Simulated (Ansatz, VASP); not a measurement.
One calculation of NaH, two programs

Contents of INCAR:

```
PREC = Accurate
ENCUT = 520
EDIFF = 1E-6
ISMEAR = 0
SIGMA = 0.05
LREAL = False
LASPH = True
NELM = 100
ALGO = Normal
ISIF = 2
LWAVE = False
LCHARG = False
GGA = PE
NBANDS = 11
```

KPOINTS

```
Automatic mesh
0
Gamma
  8 8 8
```

POSCAR

```
NaH
1.0
    0.0000000000      2.3180000000      2.5010000000
    2.3180000000      0.0000000000      2.5010000000
    2.3180000000      2.3180000000      0.0000000000
Na H
1 1
Direct
    0.0000000000      0.0000000000      0.0000000000
    0.5000000000      0.5000000000      0.5000000000
```

Input for Ansatz:

```yaml
crystal:
  lattice:
    - [0.0, 2.318, 2.501]
    - [2.318, 0.0, 2.501]
    - [2.318, 2.318, 0.0]
  atoms:
    - { symbol: Na, position: [0.0, 0.0, 0.0] }
    - { symbol: H, position: [0.5, 0.5, 0.5] }
basis:
  ecutwfc: 420
kpoints:
  mp_grid: { grid: [8, 8, 8] }
hamiltonian:
  xc: pbe
scf:
  occupations: { method: gaussian, width: 0.05 }
output:
  forces: true
  stress: true
  eigenvalues: true
```

Change from the starting cell: strain -0.050 along x and y, +0.025 along z, atoms carried along.

Alike in both runs: task single point; functional PBE; k mesh 8 × 8 × 8; occupations gaussian, width 0.05 eV; no spin polarisation.

|  | VASP | Ansatz |
| --- | --- | --- |
| version | VASP 6.6.1 | Ansatz 0.2.0 |
| potentials or method | VASP PAW PBE potentials, release 64 (Na_pv, H), cutoff 520 eV | scalar-relativistic, plane waves, PAW |
| valence electrons in the cell | 8 | 10 |

Ansatz gave:

```
gap on the k mesh at the Fermi level (eV)                     : 3.79
least direct gap on the mesh (eV)                             : 4.61
pressure (GPa)                                                : 1.5
traceless stress, the component that is largest in VASP (GPa) : -1.84
```

Q: Which values does VASP return?

A: gap on the k mesh at the Fermi level (eV): 3.79; least direct gap on the mesh (eV): 4.62; pressure (GPa): 1.4; traceless stress, the component that is largest in VASP (GPa): -1.86.

With one functional, cell and mesh, what is left measures potentials, basis and numerics. VASP's potentials hold 8 valence electrons a cell and Ansatz's 10, so a difference there can come from the potentials and not from the codes.
